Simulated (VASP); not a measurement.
A run of VASP 6.6.1 is set up as follows.

Contents of INCAR:

```
SYSTEM = In3AgO4
PREC = Accurate
ENCUT = 520
EDIFF = 1E-6
ISMEAR = 0
SIGMA = 0.1
LREAL = .FALSE.
LASPH = .TRUE.
NELM = 80
ALGO = Normal
ISIF = 2
LWAVE = .FALSE.
LCHARG = .FALSE.
GGA = PE
NBANDS = 47
```

File KPOINTS:

```
Automatic mesh
0
G
  4 4 4
  0 0 0
```

File POSCAR:

```
In3AgO4
1.0
    5.4127833545      0.0000000000      0.0000000000
    0.0000000000      5.4127833545      0.0000000000
    0.0000000000      0.0000000000      5.4127833545
In Ag O
3 1 4
Direct
    0.5000000000      0.0000000000      0.0000000000
    0.0000000000      0.5000000000      0.0000000000
    0.0000000000      0.0000000000      0.5000000000
    0.0000000000      0.0000000000      0.0000000000
    0.2432933678      0.2432933678      0.2432933678
    0.2432933678      0.7567066322      0.7567066322
    0.7567066322      0.7567066322      0.2432933678
    0.7567066322      0.2432933678      0.7567066322
```

Potentials or basis: VASP PAW PBE potentials, release 64 (In_d, Ag, O).

Launch:

```bash
$ cat potpaw_PBE.64/In_d/POTCAR potpaw_PBE.64/Ag/POTCAR potpaw_PBE.64/O/POTCAR > POTCAR
$ mpirun -np 1 vasp_std > vasp.out
```

(1) What does it give for the largest force?

(2) Predict the band gap on the k mesh.

(3) What does it give for the pressure?

Answers

(1) 0.017 eV/Å.

(2) zero (bands 37 and 38 overlap by 0.27 eV).

(3) 0.3 GPa.

Caveat: spin-orbit coupling is left out, which moves the levels of the heavy elements.
